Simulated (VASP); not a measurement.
# Al3Ni5 (Cmmm) in VASP: settings compared

The runs below take Al3Ni5 through single point, relaxation of cell and atoms, with LDA, PBEsol.

All numbers are computed with VASP 6.6.1; they aren't measurements. Logs are shortened: lines on timing, memory, paths and dates and some standing lists are left out, and cuts for length are marked.

### 1 The cell of the first run

Symmetry: Cmmm, No. 65, orthorhombic system. The conventional cell has a = 6.510 Å, b = 7.308 Å, c = 3.683 Å, α = 90.00°, β = 90.00°, γ = 90.00°. Within 3.1 Å of Al (site symmetry mmm) lie 8 Ni at 2.35 to 2.45 Å and 4 Al at 2.75 Å. Within 3.3 Å of Al (site symmetry m2m) lie 10 Ni at 2.41 to 2.51 Å and 5 Al at 2.75 to 3.29 Å. Ni (site symmetry mmm) has 6 Al at 2.44 to 3.26 Å and 8 Ni at 2.45 to 2.58 Å within 3.3 Å. Ni (site symmetry 2/m) has 6 Al at 2.45 to 2.47 Å and 8 Ni at 2.45 to 3.26 Å within 3.3 Å. Ni (site symmetry 2mm) has 6 Al at 2.35 to 2.51 Å and 7 Ni at 2.58 to 2.91 Å within 3.1 Å.

### 2 Single point, LDA

INCAR reads:

```
SYSTEM = Al3Ni5
PREC = Accurate
ENCUT = 520
EDIFF = 1E-7
ISMEAR = 0
SIGMA = 0.1
LREAL = .False.
LASPH = .True.
NELM = 60
ALGO = Fast
ISIF = 2
LWAVE = .False.
LCHARG = .True.
LELF = .True.
LVHAR = .True.
NBANDS = 40
```

KPOINTS reads:

```
Automatic mesh
0
Gamma
  8 8 10
  0 0 0
```

POSCAR reads:

```
Al3Ni5
1.0
    3.2550995832     -3.6541705149      0.0000000000
    3.2550995832      3.6541705149      0.0000000000
    0.0000000000      0.0000000000      3.6829050361
Al Ni
3 5
Direct
    0.5000000000      0.5000000000      0.0000000000
    0.7802725193      0.2197274807      0.5000000000
    0.2197274807      0.7802725193      0.5000000000
    0.0000000000      0.0000000000      0.0000000000
    0.0000000000      0.5000000000      0.0000000000
    0.5000000000      0.0000000000      0.0000000000
    0.2767725015      0.2767725015      0.5000000000
    0.7232274985      0.7232274985      0.5000000000
```

Potentials or basis: VASP PAW LDA potentials, release 64 (Al, Ni).

Launch:

```console
cat potpaw_LDA.64/Al/POTCAR potpaw_LDA.64/Ni/POTCAR > POTCAR
mpirun -np 1 vasp_std > vasp.out
```

OUTCAR:

```text
SYSTEM = Al3Ni5
   PREC = Accurate
   ENCUT = 520
   EDIFF = 1E-7
   ISMEAR = 0
   LREAL = .False.
   LASPH = .True.
   NELM = 60
   ISIF = 2

 ion  position               nearest neighbor table
   1  0.500  0.500  0.000-   7 2.35   8 2.35   7 2.35   8 2.35   5 2.45   6 2.45   6 2.45   5 2.45
                             2 2.75   3 2.75   2 2.75   3 2.75
   2  0.780  0.220  0.500-   7 2.41   8 2.41   4 2.44   4 2.44   6 2.47   5 2.47   5 2.47   6 2.47
                             8 2.51   7 2.51   1 2.75   1 2.75   3 3.21   3 3.29   3 3.29
   3  0.220  0.780  0.500-   7 2.41   8 2.41   4 2.44   4 2.44   6 2.47   5 2.47   5 2.47   6 2.47
                             8 2.51   7 2.51   1 2.75   1 2.75   2 3.21   2 3.29   2 3.29
   4  0.000  0.000  0.000-   2 2.44   3 2.44   2 2.44   3 2.44   5 2.45   6 2.45   5 2.45   6 2.45
                             7 2.58   8 2.58   7 2.58   8 2.58
   5  0.000  0.500  0.000-   1 2.45   4 2.45   4 2.45   1 2.45   2 2.47   3 2.47   3 2.47   2 2.47
                             7 2.60   8 2.60   7 2.60   8 2.60
   6  0.500  0.000  0.000-   1 2.45   4 2.45   1 2.45   4 2.45   2 2.47   3 2.47   3 2.47   2 2.47
                             7 2.60   8 2.60   7 2.60   8 2.60
   7  0.277  0.277  0.500-   1 2.35   1 2.35   3 2.41   2 2.41   2 2.51   3 2.51   4 2.58   4 2.58
                             5 2.60   6 2.60   5 2.60   6 2.60   8 2.91
   8  0.723  0.723  0.500-   1 2.35   1 2.35   3 2.41   2 2.41   2 2.51   3 2.51   4 2.58   4 2.58
                             5 2.60   6 2.60   5 2.60   6 2.60   7 2.91

  LATTYP: Found a base centered orthorhombic cell.
 ALAT       =     6.5101991664
 B/A-ratio  =     1.1225986860
 C/A-ratio  =     0.5657131129

  Lattice vectors:

 A1 = (   3.2550995832,  -3.6541705149,   0.0000000000)
 A2 = (   3.2550995832,   3.6541705149,   0.0000000000)
 A3 = (   0.0000000000,   0.0000000000,   3.6829050361)

Analysis of symmetry for initial positions (statically):
=====================================================================
 Subroutine PRICEL returns:
 Original cell was already a primitive cell.

 Routine SETGRP: Setting up the symmetry group for a
 base centered orthorhombic supercell.

 Subroutine GETGRP returns: Found  8 space group operations
 (whereof  8 operations were pure point group operations)
 out of a pool of  8 trial point group operations.

The static configuration has the point symmetry D_2h.

Analysis of symmetry for dynamics (positions and initial velocities):
=====================================================================
 Subroutine PRICEL returns:
 Original cell was already a primitive cell.

 Routine SETGRP: Setting up the symmetry group for a
 base centered orthorhombic supercell.

 Subroutine GETGRP returns: Found  8 space group operations
 (whereof  8 operations were pure point group operations)
 out of a pool of  8 trial point group operations.

The dynamic configuration has the point symmetry D_2h.

 Subroutine INISYM returns: Found  8 space group operations
 (whereof  8 operations are pure point group operations),
 and found     1 'primitive' translations

----------------------------------------------------------------------------------------

                                     Primitive cell

  volume of cell :      87.6140

  direct lattice vectors                    reciprocal lattice vectors
     3.255099583 -3.654170515  0.000000000     0.153605132 -0.136829959  0.000000000
     3.255099583  3.654170515  0.000000000     0.153605132  0.136829959  0.000000000
     0.000000000  0.000000000  3.682905036     0.000000000  0.000000000  0.271524786

  length of vectors
     4.893734305  4.893734305  3.682905036     0.205710899  0.205710899  0.271524786

  position of ions in fractional coordinates (direct lattice)
     0.500000000  0.500000000  0.000000000
     0.780272519  0.219727481  0.500000000
     0.219727481  0.780272519  0.500000000
     0.000000000  0.000000000  0.000000000
     0.000000000  0.500000000  0.000000000
     0.500000000  0.000000000  0.000000000
     0.276772501  0.276772501  0.500000000
     0.723227499  0.723227499  0.500000000

  ion indices of the primitive-cell ions
   primitive index   ion index
                 1           1
                 2           2
                 3           3
                 4           4
                 5           5
                 6           6
                 7           7
                 8           8

----------------------------------------------------------------------------------------

 KPOINTS: Automatic mesh

Automatic generation of k-mesh.
 Grid dimensions read from file:
 generate k-points for:    8    8   10

 Generating k-lattice:

  Cartesian coordinates                     Fractional coordinates (reciprocal lattice)
     0.019200641 -0.017103745  0.000000000     0.125000000  0.000000000  0.000000000
     0.019200641  0.017103745  0.000000000     0.000000000  0.125000000  0.000000000
     0.000000000  0.000000000  0.027152479     0.000000000  0.000000000  0.100000000

  Length of vectors
     0.025713862  0.025713862  0.027152479

  Shift w.r.t. Gamma in fractional coordinates (k-lattice)
     0.000000000  0.000000000  0.000000000

 Subroutine IBZKPT returns following result:
 ===========================================

 Found    126 irreducible k-points:

 Following reciprocal coordinates:
            Coordinates               Weight
  0.000000  0.000000  0.000000      1.000000
  0.125000  0.000000  0.000000      4.000000
  0.250000  0.000000  0.000000      4.000000
  0.375000 -0.000000  0.000000      4.000000
  0.500000  0.000000  0.000000      2.000000
  0.125000  0.125000  0.000000      2.000000
[... 16 lines left out ...]
  0.125000  0.000000  0.100000      8.000000
  0.250000  0.000000  0.100000      8.000000
 [... further k-points ...]
   k-points           NKPTS =    126   k-points in BZ     NKDIM =    126   number of bands    NBANDS=     40
   number of dos      NEDOS =    301   number of ions     NIONS =      8
   total plane-waves  NPLWV =  36288
   dimension x,y,z NGX =    36 NGY =   36 NGZ =   28
   dimension x,y,z NGXF=    72 NGYF=   72 NGZF=   56
   ions per type =               3   5
   NGX,Y,Z   is equivalent  to a cutoff of  12.23, 12.23, 12.64 a.u.
   NGXF,Y,Z  is equivalent  to a cutoff of  24.46, 24.46, 25.28 a.u.
 SYSTEM =  Al3Ni5
   PREC   = accura    normal or accurate (medium, high low for compatibility)
   ISTART =      0    job   : 0-new  1-cont  2-samecut
   ICHARG =      2    charge: 1-file 2-atom 10-const
   ISPIN  =      1    spin polarized calculation?
   LNONCOLLINEAR =      F non collinear calculations
   LSORBIT =      F    spin-orbit coupling
   LASPH  =      T    aspherical Exc in radial PAW
   ENCUT  =  520.0 eV  38.22 Ry    6.18 a.u.   9.10  9.10  6.85*2*pi/ulx,y,z
   NELM   =     60;   NELMIN=  2; NELMDL= -5     # of ELM steps
   EDIFF  = 0.1E-06   stopping-criterion for ELM
   LREAL  =      F    real-space projection
   EDIFFG = 0.1E-05   stopping-criterion for IOM
   NSW    =      0    number of steps for IOM
   IBRION =     -1    ionic relax: 0-MD 1-quasi-New 2-CG
   NFREE  =      0    steps in history (QN), initial steepest desc. (CG)
   ISIF   =      2    stress and relaxation
   ISYM   =      2    0-nonsym 1-usesym 2-fastsym
   POTIM  = 0.5000    time-step for ionic-motion
   TEBEG  =    0.0;   TEEND  =   0.0 temperature during run
   PSTRESS=    0.0 pullay stress
   NELECT =      59.0000    total number of electrons
   NUPDOWN=      -1.0000    fix difference up-down
   EMIN   =  10.00;   EMAX   =-10.00  energy-range for DOS
   EFERMI =   0.00;   METHOD = LEGACY
   ISMEAR =     0;   SIGMA  =   0.10  broadening in eV -4-tet -1-fermi 0-gaus
   EFERMI_NEDOS =   21; number of points for ismear=-14 and -15
   IALGO  =     68    algorithm
   IMIX   =      4    mixing-type and parameters
     AMIX     =   0.40;   BMIX     =  1.00
     AMIX_MAG =   1.60;   BMIX_MAG =  1.00
  volume/ion in A,a.u.               =      10.95        73.91
  Fermi-wavevector in a.u.,A,eV,Ry     =   1.434942  2.711647 28.015186  2.059058
  Thomas-Fermi vector in A             =   2.554295
   LORBIT       =      0    0 simple, 1 ext, 2 COOP (PROOUT), +10 PAW based schemes
   GGA     = CA    functional components
   LHFCALC =     F    Hartree Fock is set to
   AEXX    =    0.0000 exact exchange contribution
   IVDW    =     0    specifies the selected vdW correction
   LEPSILON=     F    determine dielectric tensor
   LRPA    =     F    only Hartree local field effects (RPA)
 non-spin polarized calculation
 RMM-DIIS sequential band-by-band and
 Gauss-broadening in eV      SIGMA  =   0.10
  energy-cutoff  :      520.00
  volume of cell :       87.61
 maximum number of plane-waves:      2392
   NGX = 19   NGY = 19   NGZ = 13

 number of electron      58.9999966 magnetization

 Free energy of the ion-electron system (eV)
  ---------------------------------------------------
  ext. energy  EPLUGINS =         0.00000000
  ---------------------------------------------------
  free energy    TOTEN  =       -50.39851463 eV

  energy without entropy =      -50.37825027  energy(sigma->0) =      -50.38838245

 E-fermi :  10.3863     XC(G=0): -12.9363

 val. band max:       10.3844234269   @ k =   0.3750  -0.0000   0.0000
 cond. band min:      10.3872391469   @ k =  -0.3750   0.3750   0.4000
 fundamental gap:      0.0028157200
 Fermi energy:        10.3862895984

 k-point     1 :       0.0000    0.0000    0.0000
  band No.  band energies     occupation
      1      -0.6826      2.00000
      2       4.1635      2.00000
      3       4.2924      2.00000
      4       5.1847      2.00000
      5       5.7490      2.00000
      6       5.9685      2.00000
[... 32 lines left out ...]
     39      17.5247      0.00000
     40      17.6110      0.00000

 k-point     2 :       0.1250    0.0000    0.0000
  band No.  band energies     occupation
      1      -0.5818      2.00000
      2       3.5946      2.00000
      3       4.4933      2.00000
      4       5.2089      2.00000
      5       5.6967      2.00000
      6       6.1799      2.00000
[... 32 lines left out ...]
     39      17.6837      0.00000
     40      18.0446      0.00000

 k-point     3 :       0.2500    0.0000    0.0000
  band No.  band energies     occupation
      1      -0.2829      2.00000
      2       2.6878      2.00000
      3       4.6872      2.00000
      4       5.2850      2.00000
      5       5.7627      2.00000
      6       6.1956      2.00000
[... 32 lines left out ...]
     39      17.9447      0.00000
     40      18.7363      0.00000

 k-point     4 :       0.3750   -0.0000    0.0000
  band No.  band energies     occupation
      1       0.1990      2.00000
      2       1.7716      2.00000
      3       4.9348      2.00000
      4       5.3284      2.00000
      5       5.7476      2.00000
      6       6.2320      2.00000
[... 32 lines left out ...]
     39      17.7944      0.00000
     40      18.0513      0.00000
[... 772 lines left out ...]
     39      17.2732      0.00000
     40      17.6435      0.00000

 k-point    23 :       0.1250    0.0000    0.1000
  band No.  band energies     occupation
      1      -0.4693      2.00000
      2       3.6586      2.00000
      3       4.5279      2.00000
      4       5.2707      2.00000
      5       5.7070      2.00000
      6       6.2353      2.00000
[... 32 lines left out ...]
     39      17.8516      0.00000
     40      18.1322      0.00000

 k-point    24 :       0.2500    0.0000    0.1000
  band No.  band energies     occupation
      1      -0.1719      2.00000
      2       2.7750      2.00000
      3       4.7249      2.00000
      4       5.3361      2.00000
      5       5.7881      2.00000
      6       6.2330      2.00000
[... 32 lines left out ...]
     39      17.7948      0.00000
     40      18.0478      0.00000

 [... further k-points ...]

------------------------ aborting loop because EDIFF is reached ----------------------------------------

  FORCE on cell =-STRESS in cart. coord.  units (eV):
  Direction    XX          YY          ZZ          XY          YZ          ZX
  --------------------------------------------------------------------------------------
  -------------------------------------------------------------------------------------
  Total        0.1267531      0.1964384      0.2530917      0.0000000      0.0000000      0.0000000
  in kB        2.3179051      3.5922241      4.6282296      0.0000000      0.0000000      0.0000000
  external PRESSURE =       3.5127863 kB  Pullay stress =       0.0000000 kB

 VOLUME and BASIS-vectors are now :
 -----------------------------------------------------------------------------
  energy-cutoff  :      520.00
  volume of cell :       87.61
      direct lattice vectors                 reciprocal lattice vectors
     3.255099583 -3.654170515  0.000000000     0.153605132 -0.136829959  0.000000000
     3.255099583  3.654170515  0.000000000     0.153605132  0.136829959  0.000000000
     0.000000000  0.000000000  3.682905036     0.000000000  0.000000000  0.271524786

 POSITION                                       TOTAL-FORCE (eV/Angst)
 -----------------------------------------------------------------------------------
      3.25510      0.00000      0.00000        -0.000000     -0.000000     -0.000000
      3.25510     -2.04833      1.84145         0.000000     -0.008957     -0.000000
      3.25510      2.04833      1.84145         0.000000      0.008957      0.000000
      0.00000      0.00000      0.00000         0.000000     -0.000000     -0.000000
      1.62755      1.82709      0.00000         0.000000     -0.000000     -0.000000
      1.62755     -1.82709      0.00000         0.000000     -0.000000     -0.000000
      1.80184      0.00000      1.84145        -0.006133     -0.000000      0.000000
      4.70836      0.00000      1.84145         0.006133     -0.000000     -0.000000
 -----------------------------------------------------------------------------------
    total drift:                                0.000000     -0.000000     -0.000000

  FREE ENERGIE OF THE ION-ELECTRON SYSTEM (eV)
  ---------------------------------------------------
  free  energy   TOTEN  =       -50.3985146278 eV

  energy  without entropy=      -50.3782502664  energy(sigma->0) =      -50.38838245
```

It took 5.4 min on 1 thread of Oxide Virtual Turin-like, shared host; peak memory 0.37 GiB.

Results:

```
Free energy            : -50.3985 eV
Pressure               : 0.4 GPa
Largest force          : 0.009 eV/Å
Band gap on the k mesh : zero (an odd number of electrons rules out a gap without spin polarisation)
```

Forces on the atoms (eV/Å):
```
Al   0.000  0.000  0.000
Al   0.000 -0.009  0.000
Al   0.000  0.009  0.000
Ni   0.000  0.000  0.000
Ni   0.000  0.000  0.000
Ni   0.000  0.000  0.000
Ni  -0.006  0.000  0.000
Ni   0.006  0.000  0.000
```

Stress tensor (GPa, compression positive):
```
0.23 0.00 0.00
0.00 0.36 0.00
0.00 0.00 0.46
```

Spin polarisation is off, so any magnetic state and its effect on volume and gap are missing.

### 3 Single point, PBEsol

This run uses another cell than the first one, of 11.31 Å³/atom.

INCAR reads:

```
ALGO = Fast
EDIFF = 1E-6
ENCUT = 520
GGA = PS
ISIF = 2
ISMEAR = 0
LASPH = True
LCHARG = False
LREAL = False
LWAVE = False
NBANDS = 40
NELM = 60
PREC = Accurate
SIGMA = 0.1
```

KPOINTS reads:

```
k-points
0
Gamma
  8 8 10
```

POSCAR reads:

```
Al3Ni5
1.0
    3.2933324025     -3.6919378567      0.0000000000
    3.2933324025      3.6919378567      0.0000000000
    0.0000000000      0.0000000000      3.7203642746
Al Ni
3 5
Direct
    0.5000000000      0.5000000000      0.0000000000
    0.7796891054      0.2203108946      0.5000000000
    0.2203108946      0.7796891054      0.5000000000
    0.0000000000      0.0000000000      0.0000000000
    0.0000000000      0.5000000000      0.0000000000
    0.5000000000      0.0000000000      0.0000000000
    0.2762385474      0.2762385474      0.5000000000
    0.7237614526      0.7237614526      0.5000000000
```

Potentials or basis: VASP PAW PBE potentials, release 64 (Al, Ni).

Launch:

```console
cat potpaw_PBE.64/Al/POTCAR potpaw_PBE.64/Ni/POTCAR > POTCAR
mpirun -np 1 vasp_std > vasp.out
```

Wall time 6.5 min (1 thread of Oxide Virtual Turin-like, shared host); peak memory 0.41 GiB.

Results (log left out):

| Item | Value |
| --- | --- |
| Free energy | -47.6189 eV |
| Pressure | 0.2 GPa |
| Largest force | 0.009 eV/Å |
| Band gap on the k mesh | zero (an odd number of electrons rules out a gap without spin polarisation) |

Forces on the atoms (eV/Å):
```
Al   0.000  0.000  0.000
Al   0.000 -0.009  0.000
Al   0.000  0.009  0.000
Ni   0.000  0.000  0.000
Ni   0.000  0.000  0.000
Ni   0.000  0.000  0.000
Ni  -0.004  0.000  0.000
Ni   0.004  0.000  0.000
```

Stress tensor (GPa, compression positive):
```
0.04 0.00 0.00
0.00 0.20 0.00
0.00 0.00 0.31
```

Levels at points of the mesh, in eV from the Fermi level:
```tsv
k point	band 27	band 28	band 29	band 30	band 31	band 32
(0.00, 0.00, 0.00)	-0.86	-0.74	-0.67	-0.56	0.08	0.45
(0.50, 0.00, 0.00)	-0.99	-0.76	-0.31	-0.28	1.13	2.00
(0.50, 0.50, 0.00)	-1.08	-1.04	-0.56	3.13	3.29	3.56
(0.00, 0.00, 0.50)	-1.21	-1.11	-0.72	-0.71	-0.35	2.14
(0.50, 0.00, 0.50)	-1.15	-1.10	-0.56	0.69	0.97	0.98
(0.50, 0.50, 0.50)	-1.26	-1.25	-1.06	-0.15	-0.13	0.10
```

Caveat: the PAW data sets were made with another functional, which shifts forces and pressure a little.

[end of part 1 of 2]
